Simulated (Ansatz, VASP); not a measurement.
HfO2: VASP beside Ansatz

```
Hf O
1.0
     3.55802    0.00000    0.00000
     0.00000    3.55802    0.00000
     0.00000    0.00000    5.17186
Hf O
2 4
Direct
  0.50000 0.50000 0.50000
  0.00000 0.00000 0.00000
  0.00000 0.50000 0.69721
  0.50000 0.00000 0.80279
  0.50000 0.00000 0.30279
  0.00000 0.50000 0.19721
```

Alike in both runs: task electric field gradients; functional PBE; k mesh 5 × 5 × 4; occupations fermi-dirac, width 0.02 eV; no spin polarisation.

```csv
,VASP,Ansatz
version,VASP 6.6.1,Ansatz 0.2.0
potentials or method,"VASP PAW PBE potentials, release 64 (Hf_pv, O)","plane-wave PAW, scalar-relativistic"
plane-wave cutoff (eV),520,420
valence electrons in the cell,44,76
```

Ansatz gave:

| Item | Value |
| --- | --- |
| gap on the k mesh at the Fermi level (eV) | 4.77 |
| pressure (GPa) | 10.0 |
| traceless stress, the component that is largest in VASP (GPa) | -0.61 |
| rms of the force components (eV/Å) | 0.066 |
| size of Vzz on the site where it differs most (V/Å²) | 141.2 |

Problem. What did VASP give for the same quantities?

Solution. gap on the k mesh at the Fermi level (eV): 4.76; pressure (GPa): 6.5; traceless stress, the component that is largest in VASP (GPa): -0.53; rms of the force components (eV/Å): 0.047; size of Vzz on the site where it differs most (V/Å²): 120.4.

Atom by atom the forces differ by 0.019 eV/Å (rms over components). VASP's potentials hold 44 valence electrons a cell and Ansatz's 76, so a difference there can come from the potentials and not from the codes.

Neither program's run includes spin-orbit coupling.
